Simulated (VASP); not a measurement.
# Rb (Pm-3m) in VASP: further runs, part 2 of 3

VASP 6.6.1.

### Step 4. Single point, r2SCAN (volume scaled by 1.04)

POSCAR

```
Rb
1.0
    4.6826526696      0.0000000000      0.0000000000
    0.0000000000      4.6826526696      0.0000000000
    0.0000000000      0.0000000000      4.6826526696
Rb
1
Direct
    0.0000000000      0.0000000000      0.0000000000
```

INCAR.step1

```
ALGO = Normal ; EDIFF = 1E-5
ENCUT = 550 ; GGA = PE
GGA_COMPAT = F ; ISMEAR = -1
LASPH = T ; LCHARG = F
LREAL = F ; LWAVE = T
NBANDS = 10 ; NELM = 120
PREC = Accurate ; SIGMA = 0.1
```

INCAR.step2

```
ALGO = Normal ; EDIFF = 1E-6
ENCUT = 550 ; GGA_COMPAT = F
ISIF = 2 ; ISMEAR = -1
ISTART = 1 ; LASPH = T
LCHARG = F ; LMIXTAU = T
LREAL = F ; LWAVE = F
METAGGA = R2SCAN ; NBANDS = 10
NELM = 120 ; PREC = Accurate
SIGMA = 0.1
```

KPOINTS

```
k-points
0
Gamma
  8 8 8
```

Potentials or basis: VASP PAW PBE potentials, release 64 (Rb_sv).

The run is started by

```sh
cat potpaw_PBE.64/Rb_sv/POTCAR > POTCAR
cp INCAR.step1 INCAR
mpirun -np 1 vasp_std > vasp.out
cp INCAR.step2 INCAR
mpirun -np 1 vasp_std > vasp.out
```

OUTCAR:

```text
EDIFF = 1E-6
   ENCUT = 550
   ISIF = 2
   ISMEAR = -1
   ISTART = 1
   LASPH = T
   LREAL = F
   METAGGA = R2SCAN
   NELM = 120
   PREC = Accurate

 ion  position               nearest neighbor table
   1  0.000  0.000  0.000-

  LATTYP: Found a simple cubic cell.
 ALAT       =     4.6826526696

  Lattice vectors:

 A1 = (   4.6826526696,   0.0000000000,   0.0000000000)
 A2 = (   0.0000000000,   4.6826526696,   0.0000000000)
 A3 = (   0.0000000000,   0.0000000000,   4.6826526696)

Analysis of symmetry for initial positions (statically):
=====================================================================
 Subroutine PRICEL returns:
 Original cell was already a primitive cell.

 Routine SETGRP: Setting up the symmetry group for a
 simple cubic supercell.

 Subroutine GETGRP returns: Found 48 space group operations
 (whereof 48 operations were pure point group operations)
 out of a pool of 48 trial point group operations.

The static configuration has the point symmetry O_h .

Analysis of symmetry for dynamics (positions and initial velocities):
=====================================================================
 Subroutine PRICEL returns:
 Original cell was already a primitive cell.

 Routine SETGRP: Setting up the symmetry group for a
 simple cubic supercell.

 Subroutine GETGRP returns: Found 48 space group operations
 (whereof 48 operations were pure point group operations)
 out of a pool of 48 trial point group operations.

The dynamic configuration has the point symmetry O_h .

 Subroutine INISYM returns: Found 48 space group operations
 (whereof 48 operations are pure point group operations),
 and found     1 'primitive' translations

----------------------------------------------------------------------------------------

                                     Primitive cell

  volume of cell :     102.6776

  direct lattice vectors                    reciprocal lattice vectors
     4.682652670  0.000000000  0.000000000     0.213554169  0.000000000  0.000000000
     0.000000000  4.682652670  0.000000000     0.000000000  0.213554169  0.000000000
     0.000000000  0.000000000  4.682652670     0.000000000  0.000000000  0.213554169

  length of vectors
     4.682652670  4.682652670  4.682652670     0.213554169  0.213554169  0.213554169

  position of ions in fractional coordinates (direct lattice)
     0.000000000  0.000000000  0.000000000

  ion indices of the primitive-cell ions
   primitive index   ion index
                 1           1

----------------------------------------------------------------------------------------

 KPOINTS: k-points

Automatic generation of k-mesh.
 Grid dimensions read from file:
 generate k-points for:    8    8    8

 Generating k-lattice:

  Cartesian coordinates                     Fractional coordinates (reciprocal lattice)
     0.026694271  0.000000000  0.000000000     0.125000000  0.000000000  0.000000000
     0.000000000  0.026694271  0.000000000     0.000000000  0.125000000  0.000000000
     0.000000000  0.000000000  0.026694271     0.000000000  0.000000000  0.125000000

  Length of vectors
     0.026694271  0.026694271  0.026694271

  Shift w.r.t. Gamma in fractional coordinates (k-lattice)
     0.000000000  0.000000000  0.000000000

 Subroutine IBZKPT returns following result:
 ===========================================

 Found     35 irreducible k-points:

 Following reciprocal coordinates:
            Coordinates               Weight
  0.000000  0.000000  0.000000      1.000000
  0.125000  0.000000  0.000000      6.000000
  0.250000  0.000000  0.000000      6.000000
  0.375000  0.000000  0.000000      6.000000
  0.500000  0.000000  0.000000      3.000000
  0.125000  0.125000  0.000000     12.000000
[... 16 lines left out ...]
  0.375000  0.375000  0.125000     24.000000
  0.500000  0.375000  0.125000     24.000000
 [... further k-points ...]
   k-points           NKPTS =     35   k-points in BZ     NKDIM =     35   number of bands    NBANDS=     10
   number of dos      NEDOS =    301   number of ions     NIONS =      1
   total plane-waves  NPLWV =  46656
   dimension x,y,z NGX =    36 NGY =   36 NGZ =   36
   dimension x,y,z NGXF=    72 NGYF=   72 NGZF=   72
   ions per type =               1
   NGX,Y,Z   is equivalent  to a cutoff of  12.78, 12.78, 12.78 a.u.
   NGXF,Y,Z  is equivalent  to a cutoff of  25.56, 25.56, 25.56 a.u.
 SYSTEM =  unknown system
   PREC   = accura    normal or accurate (medium, high low for compatibility)
   ISTART =      1    job   : 0-new  1-cont  2-samecut
   ICHARG =      0    charge: 1-file 2-atom 10-const
   ISPIN  =      1    spin polarized calculation?
   LNONCOLLINEAR =      F non collinear calculations
   LSORBIT =      F    spin-orbit coupling
   LASPH  =      T    aspherical Exc in radial PAW
   ENCUT  =  550.0 eV  40.42 Ry    6.36 a.u.   8.95  8.95  8.95*2*pi/ulx,y,z
   NELM   =    120;   NELMIN=  2; NELMDL=  0     # of ELM steps
   EDIFF  = 0.1E-05   stopping-criterion for ELM
   LREAL  =      F    real-space projection
   EDIFFG = 0.1E-04   stopping-criterion for IOM
   NSW    =      0    number of steps for IOM
   IBRION =     -1    ionic relax: 0-MD 1-quasi-New 2-CG
   NFREE  =      0    steps in history (QN), initial steepest desc. (CG)
   ISIF   =      2    stress and relaxation
   ISYM   =      2    0-nonsym 1-usesym 2-fastsym
   POTIM  = 0.5000    time-step for ionic-motion
   TEBEG  =    0.0;   TEEND  =   0.0 temperature during run
   PSTRESS=    0.0 pullay stress
   NELECT =       9.0000    total number of electrons
   NUPDOWN=      -1.0000    fix difference up-down
   EMIN   =  10.00;   EMAX   =-10.00  energy-range for DOS
   EFERMI =   0.00;   METHOD = LEGACY
   ISMEAR =    -1;   SIGMA  =   0.10  broadening in eV -4-tet -1-fermi 0-gaus
   EFERMI_NEDOS =   21; number of points for ismear=-14 and -15
   IALGO  =     38    algorithm
   IMIX   =      4    mixing-type and parameters
     AMIX     =   0.40;   BMIX     =  1.00
     AMIX_MAG =   1.60;   BMIX_MAG =  1.00
  volume/ion in A,a.u.               =     102.68       692.90
  Fermi-wavevector in a.u.,A,eV,Ry     =   0.727216  1.374240  7.195357  0.528844
  Thomas-Fermi vector in A             =   1.818385
   LORBIT       =      0    0 simple, 1 ext, 2 COOP (PROOUT), +10 PAW based schemes
   METAGGA = R2SCAN    functional components
   LHFCALC =     F    Hartree Fock is set to
   AEXX    =    0.0000 exact exchange contribution
   IVDW    =     0    specifies the selected vdW correction
   LEPSILON=     F    determine dielectric tensor
   LRPA    =     F    only Hartree local field effects (RPA)
 non-spin polarized calculation
  energy-cutoff  :      550.00
  volume of cell :      102.68
 maximum number of plane-waves:      3032
 NGX is ok and might be reduce to    36
   NGX = 17   NGY = 17   NGZ = 17

 number of electron       9.0000000 magnetization

 Free energy of the ion-electron system (eV)
  ---------------------------------------------------
  ext. energy  EPLUGINS =         0.00000000
  ---------------------------------------------------
  free energy    TOTEN  =       -13.83321672 eV

  energy without entropy =      -13.80677727  energy(sigma->0) =      -13.81999699

 E-fermi :  -0.1375     XC(G=0):  -5.4180

 val. band max:       -0.1566205116   @ k =   0.5000   0.0000   0.0000
 cond. band min:      -0.0004014834   @ k =   0.5000   0.1250   0.0000
 fundamental gap:      0.1562190282
 Fermi energy:        -0.1375199091

 k-point     1 :       0.0000    0.0000    0.0000
  band No.  band energies     occupation
      1     -30.4904      2.00000
      2     -13.9750      2.00000
      3     -13.9750      2.00000
      4     -13.9750      2.00000
      5      -2.0917      2.00000
      6       2.4495      0.00000
      7       2.4495      0.00000
      8       5.8536      0.00000
      9       5.8536      0.00000
     10       5.8536      0.00000

 k-point     2 :       0.1250    0.0000    0.0000
  band No.  band energies     occupation
      1     -30.4898      2.00000
      2     -13.9902      2.00000
      3     -13.9737      2.00000
      4     -13.9737      2.00000
      5      -1.9515      2.00000
      6       2.3294      0.00000
      7       2.5229      0.00000
      8       5.2850      0.00000
      9       5.2850      0.00000
     10       5.3718      0.00000
[... 274 lines left out ...]
 k-point    24 :       0.5000    0.3750    0.1250
  band No.  band energies     occupation
      1     -30.4831      2.00000
      2     -14.0632      2.00000
      3     -14.0473      2.00000
      4     -13.9727      2.00000
      5       0.6170      0.00106
      6       1.2395      0.00000
      7       2.2673      0.00000
      8       2.7723      0.00000
      9       4.5331      0.00000
     10       4.6125      0.00000

 [... further k-points ...]
[... 5 lines left out ...]
  --------------------------------------------------------------------------------------
  -------------------------------------------------------------------------------------
  Total       -0.0456778     -0.0456778     -0.0456778      0.0000000     -0.0000000     -0.0000000
  in kB       -0.7127546     -0.7127546     -0.7127546      0.0000000     -0.0000000     -0.0000000
  external PRESSURE =      -0.7127546 kB  Pullay stress =       0.0000000 kB

 VOLUME and BASIS-vectors are now :
 -----------------------------------------------------------------------------
  energy-cutoff  :      550.00
  volume of cell :      102.68
      direct lattice vectors                 reciprocal lattice vectors
     4.682652670  0.000000000  0.000000000     0.213554169  0.000000000  0.000000000
     0.000000000  4.682652670  0.000000000     0.000000000  0.213554169  0.000000000
     0.000000000  0.000000000  4.682652670     0.000000000  0.000000000  0.213554169

 POSITION                                       TOTAL-FORCE (eV/Angst)
 -----------------------------------------------------------------------------------
      0.00000      0.00000      0.00000         0.000000      0.000000      0.000000
 -----------------------------------------------------------------------------------
    total drift:                               -0.000000     -0.000000     -0.000000

  FREE ENERGIE OF THE ION-ELECTRON SYSTEM (eV)
  ---------------------------------------------------
  free  energy   TOTEN  =       -13.8332167155 eV

  energy  without entropy=      -13.8067772661  energy(sigma->0) =      -13.81999699
```

Wall time 3.6 min (1 thread of AMD EPYC 7R43 (Zen 3), shared host); peak memory 0.19 GiB.

Results:

```
Free energy : -13.8332 eV
Pressure    : -0.1 GPa
```

Caveat: the PAW data sets were made with another functional, which shifts forces and pressure a little.

### Step 5. Single point, r2SCAN (volume scaled by 1.08)

POSCAR

```
Rb
1.0
    4.7419330471      0.0000000000      0.0000000000
    0.0000000000      4.7419330471      0.0000000000
    0.0000000000      0.0000000000      4.7419330471
Rb
1
Direct
    0.0000000000      0.0000000000      0.0000000000
```

INCAR.step1

```
SYSTEM = Rb
PREC = Accurate
ENCUT = 550
ISMEAR = -1
SIGMA = 0.1
LREAL = .FALSE.
LASPH = .TRUE.
NELM = 120
NBANDS = 10
GGA = PE
ALGO = Normal
EDIFF = 1E-5
LWAVE = .TRUE.
LCHARG = .FALSE.
GGA_COMPAT = .FALSE.
```

INCAR.step2

```
SYSTEM = Rb
PREC = Accurate
ENCUT = 550
EDIFF = 1E-6
ISMEAR = -1
SIGMA = 0.1
LREAL = .FALSE.
LASPH = .TRUE.
NELM = 120
ALGO = Normal
ISIF = 2
LWAVE = .FALSE.
LCHARG = .FALSE.
METAGGA = R2SCAN
LMIXTAU = .TRUE.
NBANDS = 10
ISTART = 1
GGA_COMPAT = .FALSE.
```

KPOINTS

```
regular mesh
0
G
  8 8 8
  0 0 0
```

Potentials or basis: VASP PAW PBE potentials, release 64 (Rb_sv).

The run is started by

```sh
cat potpaw_PBE.64/Rb_sv/POTCAR > POTCAR
cp INCAR.step1 INCAR
mpirun -np 1 vasp_std > vasp.out
cp INCAR.step2 INCAR
mpirun -np 1 vasp_std > vasp.out
```

OUTCAR:

```text
SYSTEM = Rb
   PREC = Accurate
   ENCUT = 550
   EDIFF = 1E-6
   ISMEAR = -1
   LREAL = .FALSE.
   LASPH = .TRUE.
   NELM = 120
   ISIF = 2
   METAGGA = R2SCAN
   ISTART = 1

 ion  position               nearest neighbor table
   1  0.000  0.000  0.000-

  LATTYP: Found a simple cubic cell.
 ALAT       =     4.7419330471

  Lattice vectors:

 A1 = (   4.7419330471,   0.0000000000,   0.0000000000)
 A2 = (   0.0000000000,   4.7419330471,   0.0000000000)
[... 490 lines left out ...]
     10       4.4734      0.00000

 [... further k-points ...]

------------------------ aborting loop because EDIFF is reached ----------------------------------------

  FORCE on cell =-STRESS in cart. coord.  units (eV):
  Direction    XX          YY          ZZ          XY          YZ          ZX
  --------------------------------------------------------------------------------------
  -------------------------------------------------------------------------------------
  Total       -0.0919312     -0.0919312     -0.0919312      0.0000000     -0.0000000     -0.0000000
  in kB       -1.3813615     -1.3813615     -1.3813615      0.0000000     -0.0000000     -0.0000000
  external PRESSURE =      -1.3813615 kB  Pullay stress =       0.0000000 kB

 VOLUME and BASIS-vectors are now :
 -----------------------------------------------------------------------------
  energy-cutoff  :      550.00
  volume of cell :      106.63
      direct lattice vectors                 reciprocal lattice vectors
     4.741933047  0.000000000  0.000000000     0.210884462  0.000000000  0.000000000
     0.000000000  4.741933047  0.000000000     0.000000000  0.210884462  0.000000000
     0.000000000  0.000000000  4.741933047     0.000000000  0.000000000  0.210884462

 POSITION                                       TOTAL-FORCE (eV/Angst)
 -----------------------------------------------------------------------------------
      0.00000      0.00000      0.00000         0.000000      0.000000      0.000000
 -----------------------------------------------------------------------------------
    total drift:                               -0.000000     -0.000000     -0.000000

  FREE ENERGIE OF THE ION-ELECTRON SYSTEM (eV)
  ---------------------------------------------------
  free  energy   TOTEN  =       -13.8304681640 eV

  energy  without entropy=      -13.8036269641  energy(sigma->0) =      -13.81704756
```

OSZICAR.step1:

```text
N       E                     dE             d eps       ncg     rms          rms(c)
DAV:   1     0.482635106320E+02    0.48264E+02   -0.32172E+03   700   0.667E+02
DAV:   2     0.266176224955E+01   -0.45602E+02   -0.44321E+02   802   0.124E+02
DAV:   3    -0.659692335350E+00   -0.33215E+01   -0.33169E+01   852   0.351E+01
DAV:   4    -0.852039408764E+00   -0.19235E+00   -0.19208E+00  1146   0.744E+00
DAV:   5    -0.853465820547E+00   -0.14264E-02   -0.14263E-02   860   0.686E-01    0.936E-01
DAV:   6    -0.853341610882E+00    0.12421E-03   -0.20810E-03  1078   0.245E-01    0.564E-01
DAV:   7    -0.853502816105E+00   -0.16121E-03   -0.29003E-03  1012   0.299E-01    0.501E-02
DAV:   8    -0.853582556350E+00   -0.79740E-04   -0.13693E-04   932   0.801E-02    0.360E-02
DAV:   9    -0.853601906383E+00   -0.19350E-04   -0.24045E-05   806   0.368E-02    0.784E-03
DAV:  10    -0.853601737326E+00    0.16906E-06   -0.81843E-06   656   0.168E-02
   1 F= -.85360174E+00 E0= -.83952231E+00  d E =-.281589E-01
```

Wall time 4.7 min (1 thread of AMD EPYC 7R43 (Zen 3), shared host); peak memory 0.19 GiB.

Results:

```yaml
Free_energy: -13.8305 eV
Pressure: -0.1 GPa
```

Caveat: the PAW data sets were made with another functional, which shifts forces and pressure a little.

(Continued in part 3 of 3.)
